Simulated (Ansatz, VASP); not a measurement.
# One calculation of BaTe, two programs

```xyz
2
Lattice="0.0000 3.4611 3.4100 3.4611 0.0000 3.4100 3.4611 3.4611 0.0000" Properties=species:S:1:pos:R:3 pbc="T T T"
Ba    0.0000    0.0000    0.0000
Te    3.4611    3.4611    3.4100
```

Change from the starting cell: x and y stretched by +1.5 %, z held, crystal datasets.

Alike in both runs: task electric field gradients; functional PBE; k mesh 10 × 10 × 10; occupations fermi-dirac, width 0.05 eV; no spin polarisation.

```csv
,VASP,Ansatz
version,VASP 6.6.1,Ansatz 0.2.0
potentials or method,"VASP PAW PBE potentials, release 64 (Ba_sv, Te), cutoff 520 eV","all-electron PAW with datasets made for the crystal, scalar-relativistic"
```

VASP gave:

| Item | Value |
| --- | --- |
| pressure (GPa) | 3.0 |
| traceless stress, the component that is largest in VASP (GPa) | 0.89 |
| size of Vzz on the site where it differs most (V/Å²) | 17.5 |

Question: Estimate Ansatz's values.

Answer: Pressure (GPa): 2.6; traceless stress, the component that is largest in VASP (GPa): 0.85; size of Vzz on the site where it differs most (V/Å²): 16.6.

Ansatz ran all-electron here, and VASP with PAW potentials.

Neither program's run includes spin-orbit coupling.
